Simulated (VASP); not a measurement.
Set up this calculation in VASP 6.6.1, as the native input.

```yaml
Task: single point
Functional: r2SCAN
Potentials_or_basis: VASP PAW PBE potentials, release 64 (Sb, Pb_d)
Cutoff: 520 eV
k_mesh: 3 × 5 × 1
Occupations: methfessel-paxton, width 0.05 eV
Spin: no spin polarisation
Dipole_correction: yes
Further_INCAR_settings: ALGO = Normal; EDIFF = 1e-06; NBANDS = 27
```

SbPb, a slab with vacuum:

```
Sb Pb
1.0
     5.45348    0.00000    0.00000
     0.00000    3.39016    0.00000
     0.00000    0.00000   12.92356
Sb Pb
2 2
Direct
  0.50000 0.37492 0.43650
  0.50000 0.12476 0.69049
  0.00000 0.00000 0.30951
  0.00000 0.74984 0.56350
```

These files were run (other wordings do the same):

POSCAR

```
SbPb
1.0
    5.4534750000      0.0000000000      0.0000000000
    0.0000000000      3.3901620000      0.0000000000
    0.0000000000      0.0000000000     12.9235561063
Sb Pb
2 2
Direct
    0.5000000000      0.3749203410      0.4365041110
    0.5000000000      0.1247610230      0.6904876671
    0.0000000000      0.0000000000      0.3095123329
    0.0000000000      0.7498406820      0.5634958890
```

INCAR.step1

```
SYSTEM = SbPb
  PREC = Accurate
  ENCUT = 520
  ISMEAR = 1
  SIGMA = 0.05
  LREAL = .FALSE.
  LASPH = .TRUE.
  NELM = 100
  LDIPOL = .TRUE.
  IDIPOL = 3
  DIPOL = 0.5 0.5 0.500
  NBANDS = 27
  GGA = PE
  ALGO = Normal
  EDIFF = 1E-4
  LWAVE = .TRUE.
  LCHARG = .FALSE.
```

INCAR.step2

```
SYSTEM = SbPb
  PREC = Accurate
  ENCUT = 520
  EDIFF = 1E-6
  ISMEAR = 1
  SIGMA = 0.05
  LREAL = .FALSE.
  LASPH = .TRUE.
  NELM = 100
  ALGO = Normal
  ISIF = 2
  LWAVE = .FALSE.
  LCHARG = .FALSE.
  LDIPOL = .TRUE.
  IDIPOL = 3
  DIPOL = 0.5 0.5 0.500
  METAGGA = R2SCAN
  LMIXTAU = .TRUE.
  NBANDS = 27
  ISTART = 1
```

KPOINTS

```
Automatic mesh
0
G
  3 5 1
  0 0 0
```

Potentials or basis: VASP PAW PBE potentials, release 64 (Sb, Pb_d).

Command:

```bash
$ cat potpaw_PBE.64/Sb/POTCAR potpaw_PBE.64/Pb_d/POTCAR > POTCAR
$ cp INCAR.step1 INCAR
$ mpirun -np 1 vasp_std > vasp.out
$ cp INCAR.step2 INCAR
$ mpirun -np 1 vasp_std > vasp.out
```

Results of the run:

| Item | Value |
| --- | --- |
| Largest force | 1.226 eV/Å |
| Band gap on the k mesh | zero (band 19 reaches 2.24 eV, above the bottom of band 20 at 1.00 eV) |

Caveat: the k points lie up to 0.38 Å⁻¹ apart; the PAW data sets were made with another functional, which shifts forces and pressure a little; spin-orbit coupling is left out, which moves the levels of the heavy elements.

Wall time 2.8 min on 1 thread of Intel(R) Xeon(R) Platinum 8259CL CPU @ 2.50GHz (Skylake/Cascade Lake), with other jobs on the host, peak memory 0.37 GiB.
